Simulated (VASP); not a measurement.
Here is a VASP 6.6.1 calculation.

Contents of INCAR:

```
PREC = Accurate
ENCUT = 910
EDIFF = 1E-6
ISMEAR = -1
SIGMA = 0.01
LREAL = F
LASPH = T
NELM = 120
ALGO = Normal
ISIF = 2
LWAVE = F
LCHARG = F
NBANDS = 12
GGA_COMPAT = F
```

File KPOINTS:

```
regular mesh
0
Gamma
  1 1 1
```

Contents of POSCAR:

```
N
1.0
    9.0000000000      0.0000000000      0.0000000000
    0.0000000000      9.2000000000      0.0000000000
    0.0000000000      0.0000000000     10.1000000000
N
2
Direct
    0.5000000000      0.5000000000      0.4458810925
    0.5000000000      0.5000000000      0.5541189075
```

Potentials or basis: VASP PAW LDA potentials, release 64 (N_h).

Run with:

```sh
$ cat potpaw_LDA.64/N_h/POTCAR > POTCAR
$ mpirun -np 1 vasp_gam > vasp.out
```

Question: What does it give for the band gap on the k mesh?

Answer: 8.25 eV.

Question: Estimate the largest force.

Answer: 0.318 eV/Å.

Forces on the atoms (eV/Å):
```
N    0.000  0.000 -0.318
N    0.000  0.000  0.318
```
